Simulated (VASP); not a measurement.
# Sb (P2_1/m) in VASP: a series of runs

Runs on Sb. Level: LDA. Tasks: single point.

All numbers are computed with VASP 6.6.1; they aren't measurements. Logs are shortened: lines on timing, memory, paths and dates and some standing lists are left out, and cuts for length are marked.

### Step 1. The cell of the first run

Symmetry: P2_1/m, No. 11, monoclinic system. Conventional cell: a = 4.497 Å, b = 4.391 Å, c = 6.456 Å, α = 90.00°, β = 101.72°, γ = 90.00°. Within 3.8 Å of Sb (site symmetry m) lie 7 Sb at 2.90 to 3.73 Å. Within 3.8 Å of Sb (site symmetry m) lie 7 Sb at 2.90 to 3.72 Å.

### Step 2. Single point, LDA

INCAR reads:

```
PREC = Accurate
ENCUT = 520
EDIFF = 1E-6
ISMEAR = -1
SIGMA = 0.05
LREAL = F
LASPH = T
NELM = 100
ALGO = Normal
ISIF = 2
LWAVE = F
LCHARG = F
NBANDS = 18
```

KPOINTS reads:

```
regular mesh
0
Gamma
  6 6 4
```

POSCAR reads:

```
Sb
1.0
    4.4973118361      0.0000000000      0.0000000000
    0.0000000000      4.3914272939      0.0000000000
   -1.3116561893      0.0000000000      6.3216329680
Sb
4
Direct
    0.3399300000      0.2500000000      0.6836700000
    0.9366380000      0.7500000000      0.7627580000
    0.0633620000      0.2500000000      0.2372420000
    0.6600700000      0.7500000000      0.3163300000
```

Potentials or basis: VASP PAW LDA potentials, release 64 (Sb).

Command:

```
cat potpaw_LDA.64/Sb/POTCAR > POTCAR
mpirun -np 1 vasp_std > vasp.out
```

OUTCAR:

```text
PREC = Accurate
   ENCUT = 520
   EDIFF = 1E-6
   ISMEAR = -1
   LREAL = F
   LASPH = T
   NELM = 100
   ISIF = 2

 ion  position               nearest neighbor table
   1  0.340  0.250  0.684-   3 2.90   2 2.96   2 2.96   2 3.42   2 3.42   4 3.73   4 3.73
   2  0.937  0.750  0.763-   4 2.90   1 2.96   1 2.96   1 3.42   1 3.42   3 3.72   3 3.72
   3  0.063  0.250  0.237-   1 2.90   4 2.96   4 2.96   4 3.42   4 3.42   2 3.72   2 3.72
   4  0.660  0.750  0.316-   2 2.90   3 2.96   3 2.96   3 3.42   3 3.42   1 3.73   1 3.73

  LATTYP: Found a simple monoclinic cell.
 ALAT       =     4.4973118361
 B/A-ratio  =     0.9764560373
 C/A-ratio  =     1.4355853266
 COS(beta)  =    -0.2031599047

  Lattice vectors:

 A1 = (   4.4973118361,   0.0000000000,   0.0000000000)
 A2 = (   0.0000000000,   4.3914272939,   0.0000000000)
 A3 = (  -1.3116561893,   0.0000000000,   6.3216329680)

Analysis of symmetry for initial positions (statically):
=====================================================================
 Subroutine PRICEL returns:
 Original cell was already a primitive cell.

 Routine SETGRP: Setting up the symmetry group for a
 simple monoclinic supercell.

 Subroutine GETGRP returns: Found  4 space group operations
 (whereof  2 operations were pure point group operations)
 out of a pool of  4 trial point group operations.

The static configuration has the point symmetry S_2 .
 The point group associated with its full space group is C_2h.

Analysis of symmetry for dynamics (positions and initial velocities):
=====================================================================
 Subroutine PRICEL returns:
 Original cell was already a primitive cell.

 Routine SETGRP: Setting up the symmetry group for a
 simple monoclinic supercell.

 Subroutine GETGRP returns: Found  4 space group operations
 (whereof  2 operations were pure point group operations)
 out of a pool of  4 trial point group operations.

The dynamic configuration has the point symmetry S_2 .
 The point group associated with its full space group is C_2h.

 Subroutine INISYM returns: Found  4 space group operations
 (whereof  2 operations are pure point group operations),
 and found     1 'primitive' translations

----------------------------------------------------------------------------------------

                                     Primitive cell

  volume of cell :     124.8498

  direct lattice vectors                    reciprocal lattice vectors
     4.497311836  0.000000000  0.000000000     0.222355050  0.000000000  0.046135766
     0.000000000  4.391427294  0.000000000     0.000000000  0.227716397  0.000000000
    -1.311656189  0.000000000  6.321632968     0.000000000  0.000000000  0.158186976

  length of vectors
     4.497311836  4.391427294  6.456274881     0.227090901  0.227716397  0.158186976

  position of ions in fractional coordinates (direct lattice)
     0.339930000  0.250000000  0.683670000
     0.936638000  0.750000000  0.762758000
     0.063362000  0.250000000  0.237242000
     0.660070000  0.750000000  0.316330000

  ion indices of the primitive-cell ions
   primitive index   ion index
                 1           1
                 2           2
                 3           3
                 4           4

----------------------------------------------------------------------------------------

 KPOINTS: regular mesh

Automatic generation of k-mesh.
 Grid dimensions read from file:
 generate k-points for:    6    6    4

 Generating k-lattice:

  Cartesian coordinates                     Fractional coordinates (reciprocal lattice)
     0.037059175  0.000000000  0.007689294     0.166666667  0.000000000  0.000000000
     0.000000000  0.037952733  0.000000000     0.000000000  0.166666667  0.000000000
     0.000000000  0.000000000  0.039546744     0.000000000  0.000000000  0.250000000

  Length of vectors
     0.037848484  0.037952733  0.039546744

  Shift w.r.t. Gamma in fractional coordinates (k-lattice)
     0.000000000  0.000000000  0.000000000

 Subroutine IBZKPT returns following result:
 ===========================================

 Found     56 irreducible k-points:

 Following reciprocal coordinates:
            Coordinates               Weight
  0.000000  0.000000  0.000000      1.000000
  0.166667  0.000000  0.000000      2.000000
  0.333333  0.000000  0.000000      2.000000
  0.500000  0.000000  0.000000      1.000000
  0.000000  0.166667  0.000000      2.000000
  0.166667  0.166667  0.000000      4.000000
[... 16 lines left out ...]
  0.000000  0.166667  0.250000      4.000000
  0.166667  0.166667  0.250000      4.000000
 [... further k-points ...]
   k-points           NKPTS =     56   k-points in BZ     NKDIM =     56   number of bands    NBANDS=     18
   number of dos      NEDOS =    301   number of ions     NIONS =      4
   total plane-waves  NPLWV =  62208
   dimension x,y,z NGX =    36 NGY =   36 NGZ =   48
   dimension x,y,z NGXF=    72 NGYF=   72 NGZF=   96
   ions per type =               4
   NGX,Y,Z   is equivalent  to a cutoff of  13.31, 13.63, 12.36 a.u.
   NGXF,Y,Z  is equivalent  to a cutoff of  26.62, 27.26, 24.72 a.u.
 SYSTEM =  unknown system
   PREC   = accura    normal or accurate (medium, high low for compatibility)
   ISTART =      0    job   : 0-new  1-cont  2-samecut
   ICHARG =      2    charge: 1-file 2-atom 10-const
   ISPIN  =      1    spin polarized calculation?
   LNONCOLLINEAR =      F non collinear calculations
   LSORBIT =      F    spin-orbit coupling
   LASPH  =      T    aspherical Exc in radial PAW
   ENCUT  =  520.0 eV  38.22 Ry    6.18 a.u.   8.36  8.17 12.00*2*pi/ulx,y,z
   NELM   =    100;   NELMIN=  2; NELMDL= -5     # of ELM steps
   EDIFF  = 0.1E-05   stopping-criterion for ELM
   LREAL  =      F    real-space projection
   EDIFFG = 0.1E-04   stopping-criterion for IOM
   NSW    =      0    number of steps for IOM
   IBRION =     -1    ionic relax: 0-MD 1-quasi-New 2-CG
   NFREE  =      0    steps in history (QN), initial steepest desc. (CG)
   ISIF   =      2    stress and relaxation
   ISYM   =      2    0-nonsym 1-usesym 2-fastsym
   POTIM  = 0.5000    time-step for ionic-motion
   TEBEG  =    0.0;   TEEND  =   0.0 temperature during run
   PSTRESS=    0.0 pullay stress
   NELECT =      20.0000    total number of electrons
   NUPDOWN=      -1.0000    fix difference up-down
   EMIN   =  10.00;   EMAX   =-10.00  energy-range for DOS
   EFERMI =   0.00;   METHOD = LEGACY
   ISMEAR =    -1;   SIGMA  =   0.05  broadening in eV -4-tet -1-fermi 0-gaus
   EFERMI_NEDOS =   21; number of points for ismear=-14 and -15
   IALGO  =     38    algorithm
   IMIX   =      4    mixing-type and parameters
     AMIX     =   0.40;   BMIX     =  1.00
     AMIX_MAG =   1.60;   BMIX_MAG =  1.00
  volume/ion in A,a.u.               =      31.21       210.63
  Fermi-wavevector in a.u.,A,eV,Ry     =   0.889110  1.680174 10.755632  0.790517
  Thomas-Fermi vector in A             =   2.010628
   LORBIT       =      0    0 simple, 1 ext, 2 COOP (PROOUT), +10 PAW based schemes
   GGA     = CA    functional components
   LHFCALC =     F    Hartree Fock is set to
   AEXX    =    0.0000 exact exchange contribution
   IVDW    =     0    specifies the selected vdW correction
   LEPSILON=     F    determine dielectric tensor
   LRPA    =     F    only Hartree local field effects (RPA)
 non-spin polarized calculation
  energy-cutoff  :      520.00
  volume of cell :      124.85
 maximum number of plane-waves:      3386
 NGX is ok and might be reduce to    36
   NGX = 17   NGY = 17   NGZ = 23

 number of electron      19.9999999 magnetization

 Free energy of the ion-electron system (eV)
  ---------------------------------------------------
  ext. energy  EPLUGINS =         0.00000000
  ---------------------------------------------------
  free energy    TOTEN  =       -18.71181018 eV

  energy without entropy =      -18.70267079  energy(sigma->0) =      -18.70724049

 E-fermi :   6.5296     XC(G=0):  -9.5879

 val. band max:        6.4141730553   @ k =   0.3333   0.0000   0.5000
 cond. band min:       6.5451918532   @ k =  -0.1667   0.0000   0.2500
 fundamental gap:      0.1310187979
 Fermi energy:         6.5296087891

 k-point     1 :       0.0000    0.0000    0.0000
  band No.  band energies     occupation
      1      -5.8649      2.00000
      2      -3.3813      2.00000
      3      -0.8453      2.00000
      4       0.0943      2.00000
      5       2.2489      2.00000
      6       3.0294      2.00000
[... 10 lines left out ...]
     17      10.4945      0.00000
     18      12.0297      0.00000

 k-point     2 :       0.1667    0.0000    0.0000
  band No.  band energies     occupation
      1      -5.6856      2.00000
      2      -3.2515      2.00000
      3      -1.4578      2.00000
      4      -0.0318      2.00000
      5       2.0004      2.00000
      6       3.2430      2.00000
[... 10 lines left out ...]
     17      10.5125      0.00000
     18      12.0813      0.00000

 k-point     3 :       0.3333    0.0000    0.0000
  band No.  band energies     occupation
      1      -5.1869      2.00000
      2      -3.0041      2.00000
      3      -2.4807      2.00000
      4      -0.6680      2.00000
      5       2.2413      2.00000
      6       3.8383      2.00000
[... 10 lines left out ...]
     17      11.9273      0.00000
     18      12.3794      0.00000

 k-point     4 :       0.5000    0.0000    0.0000
  band No.  band energies     occupation
      1      -4.7332      2.00000
      2      -3.4351      2.00000
      3      -2.4603      2.00000
      4      -1.1498      2.00000
      5       2.7248      2.00000
      6       4.1507      2.00000
[... 10 lines left out ...]
     17      12.9597      0.00000
     18      13.2337      0.00000

 k-point     5 :       0.0000    0.1667    0.0000
  band No.  band energies     occupation
      1      -5.6619      2.00000
      2      -3.1864      2.00000
      3      -1.5170      2.00000
      4      -0.0106      2.00000
      5       2.0301      2.00000
      6       3.3154      2.00000
[... 10 lines left out ...]
     17      10.4547      0.00000
     18      11.8944      0.00000

 k-point     6 :       0.1667    0.1667    0.0000
  band No.  band energies     occupation
      1      -5.4856      2.00000
      2      -3.0597      2.00000
      3      -1.8090      2.00000
      4      -0.2135      2.00000
      5       2.0296      2.00000
      6       2.6892      2.00000
[... 10 lines left out ...]
     17      10.9291      0.00000
     18      12.2552      0.00000

 k-point     7 :       0.3333    0.1667    0.0000
  band No.  band energies     occupation
      1      -4.9978      2.00000
      2      -2.8429      2.00000
      3      -2.4951      2.00000
      4      -0.7243      2.00000
      5       2.4003      2.00000
      6       2.5255      2.00000
[... 10 lines left out ...]
     17      12.1459      0.00000
     18      12.8237      0.00000

 k-point     8 :       0.5000    0.1667    0.0000
  band No.  band energies     occupation
      1      -4.5581      2.00000
      2      -3.3177      2.00000
      3      -2.3616      2.00000
      4      -1.0982      2.00000
      5       2.7898      2.00000
      6       2.8913      2.00000
[... 10 lines left out ...]
     17      12.5968      0.00000
     18      12.6414      0.00000
[... 229 lines left out ...]
     17      11.7574      0.00000
     18      13.3251      0.00000

 k-point    20 :       0.5000    0.0000    0.2500
  band No.  band energies     occupation
      1      -4.6275      2.00000
      2      -3.3353      2.00000
      3      -2.9115      2.00000
      4      -1.0110      2.00000
      5       2.7493      2.00000
      6       4.5234      2.00000
[... 10 lines left out ...]
     17      12.7768      0.00000
     18      12.9327      0.00000

 k-point    21 :      -0.3333    0.0000    0.2500
  band No.  band energies     occupation
      1      -5.1323      2.00000
      2      -3.1252      2.00000
      3      -2.4641      2.00000
      4      -0.7095      2.00000
      5       2.2287      2.00000
      6       3.9149      2.00000
[... 10 lines left out ...]
     17      11.9145      0.00000
     18      12.3102      0.00000

 k-point    22 :      -0.1667    0.0000    0.2500
  band No.  band energies     occupation
      1      -5.5907      2.00000
      2      -3.5554      2.00000
      3      -1.4037      2.00000
      4       0.1829      2.00000
      5       2.1945      2.00000
      6       3.3571      2.00000
[... 10 lines left out ...]
     17      11.0629      0.00000
     18      12.0659      0.00000

 k-point    23 :       0.0000    0.1667    0.2500
  band No.  band energies     occupation
      1      -5.5210      2.00000
      2      -3.6145      2.00000
      3      -1.4768      2.00000
      4       0.1832      2.00000
      5       2.5576      2.00000
      6       3.4750      2.00000
[... 10 lines left out ...]
     17      10.6856      0.00000
     18      11.7793      0.00000

 k-point    24 :       0.1667    0.1667    0.2500
  band No.  band energies     occupation
      1      -5.3062      2.00000
      2      -3.5653      2.00000
      3      -1.8266      2.00000
      4      -0.0180      2.00000
      5       2.6628      2.00000
      6       3.0640      2.00000
[... 10 lines left out ...]
     17      11.1825      0.00000
     18      11.9788      0.00000

 [... further k-points ...]
[... 5 lines left out ...]
  --------------------------------------------------------------------------------------
  -------------------------------------------------------------------------------------
  Total       -1.8482624     -2.1684976     -1.3834698      0.0000000      0.0000000      0.3218647
  in kB      -23.7184461    -27.8279713    -17.7538397      0.0000000      0.0000000      4.1304361
  external PRESSURE =     -23.1000857 kB  Pullay stress =       0.0000000 kB

 VOLUME and BASIS-vectors are now :
 -----------------------------------------------------------------------------
  energy-cutoff  :      520.00
  volume of cell :      124.85
      direct lattice vectors                 reciprocal lattice vectors
     4.497311836  0.000000000  0.000000000     0.222355050  0.000000000  0.046135766
     0.000000000  4.391427294  0.000000000     0.000000000  0.227716397  0.000000000
    -1.311656189  0.000000000  6.321632968     0.000000000  0.000000000  0.158186976

 POSITION                                       TOTAL-FORCE (eV/Angst)
 -----------------------------------------------------------------------------------
      0.63203      1.09786      4.32191        -0.031385      0.000000      0.111052
      3.21188      3.29357      4.82188         0.087961      0.000000     -0.000307
     -0.02622      1.09786      1.49976        -0.087961     -0.000000      0.000307
      2.55362      3.29357      1.99972         0.031385     -0.000000     -0.111052
 -----------------------------------------------------------------------------------
    total drift:                               -0.000000      0.000000      0.000000

  FREE ENERGIE OF THE ION-ELECTRON SYSTEM (eV)
  ---------------------------------------------------
  free  energy   TOTEN  =       -18.7118101810 eV

  energy  without entropy=      -18.7026707892  energy(sigma->0) =      -18.70724049
```

Wall time 27 s (1 thread of Intel Xeon 6975P-C (Granite Rapids), shared host); peak memory 0.24 GiB.

Results:

| Property | Result |
| --- | --- |
| Free energy | -18.7118 eV |
| Pressure | -2.3 GPa |
| Largest force | 0.115 eV/Å |
| Band gap on the k mesh | zero (band 10 reaches 6.74 eV, above the bottom of band 11 at 6.17 eV) |

Forces in eV/Å, atoms in the order of the input:
```
Sb  -0.031  0.000  0.111
Sb   0.088  0.000  0.000
Sb  -0.088  0.000  0.000
Sb   0.031  0.000 -0.111
```

Caveat: spin-orbit coupling is left out, which moves the levels of the heavy elements.

### Step 3. Single point, LDA

This run uses another cell than the first one, of 31.85 Å³/atom, 1.020 times its volume.

INCAR reads:

```
PREC     = Accurate       # precision mode
ENCUT    = 520            # plane-wave cutoff, eV
EDIFF    = 1E-6           # SCF threshold, eV
ISMEAR   = -1             # smearing method
SIGMA    = 0.05           # smearing width, eV
LREAL    = F              # projectors in reciprocal space
LASPH    = T              # aspherical terms in the spheres
NELM     = 80             # most SCF steps
ALGO     = Normal         # electronic algorithm
ISIF     = 2              # what is computed and relaxed
LWAVE    = F              # write WAVECAR
LCHARG   = F              # write CHGCAR
NBANDS   = 18             # bands
```

KPOINTS is that of step 2.

POSCAR reads:

```
Sb
1.0
    4.5277000000      0.0000000000      0.0000000000
    0.0000000000      4.4211000000      0.0000000000
   -1.3205190000      0.0000000000      6.3643480000
Sb
4
Direct
    0.3399300000      0.2500000000      0.6836700000
    0.9366380000      0.7500000000      0.7627580000
    0.0633620000      0.2500000000      0.2372420000
    0.6600700000      0.7500000000      0.3163300000
```

Potentials or basis: VASP PAW LDA potentials, release 64 (Sb).

Command:

```
cat potpaw_LDA.64/Sb/POTCAR > POTCAR
mpirun -np 1 vasp_std > vasp.out
```

Wall time 27 s (1 thread of Intel Xeon 6975P-C (Granite Rapids), shared host); peak memory 0.25 GiB.

It converged, with:

```
Free energy            : -18.6677 eV
Pressure               : -3.2 GPa
Largest force          : 0.183 eV/Å
Band gap on the k mesh : zero (band 10 reaches 6.47 eV, above the bottom of band 11 at 5.96 eV)
```

Forces on the atoms (eV/Å):
```
Sb  -0.128  0.000  0.042
Sb   0.145  0.000 -0.111
Sb  -0.145  0.000  0.111
Sb   0.128  0.000 -0.042
```

Stress tensor (GPa, compression positive):
```
-3.24  0.00  0.38
 0.00 -3.80  0.00
 0.38  0.00 -2.66
```

Levels at points of the mesh, in eV from the Fermi level:
```tsv
k point	band 6	band 7	band 8	band 9	band 10	band 11	band 12	band 13	band 14	band 15
(0.00, 0.00, 0.00)	-3.41	-2.74	-2.11	-1.36	-0.12	2.04	2.69	2.92	3.02	3.08
(0.50, 0.00, 0.00)	-2.31	-2.07	-1.09	-0.88	-0.68	0.29	1.08	1.27	1.45	1.89
(0.00, 0.50, 0.00)	-3.57	-1.39	-1.39	-1.08	-1.08	0.41	0.41	1.32	1.32	3.70
(0.50, 0.50, 0.00)	-4.83	-3.47	-3.47	-2.26	-2.26	0.84	0.84	4.94	4.94	5.27
(0.00, 0.00, 0.50)	-3.01	-2.42	-2.10	-1.71	-1.56	0.65	1.87	2.18	2.97	3.87
(0.50, 0.00, 0.50)	-2.12	-1.75	-1.01	-0.87	-0.69	-0.32	0.77	1.05	1.21	1.66
(0.00, 0.50, 0.50)	-1.96	-1.60	-1.60	-0.83	-0.83	0.12	0.12	0.95	0.95	2.18
(0.50, 0.50, 0.50)	-5.08	-3.80	-3.80	-1.25	-1.25	1.93	1.93	3.56	3.56	4.60
```

Caveat: spin-orbit coupling is left out, which moves the levels of the heavy elements.

(Part 1 of 2 ends here.)
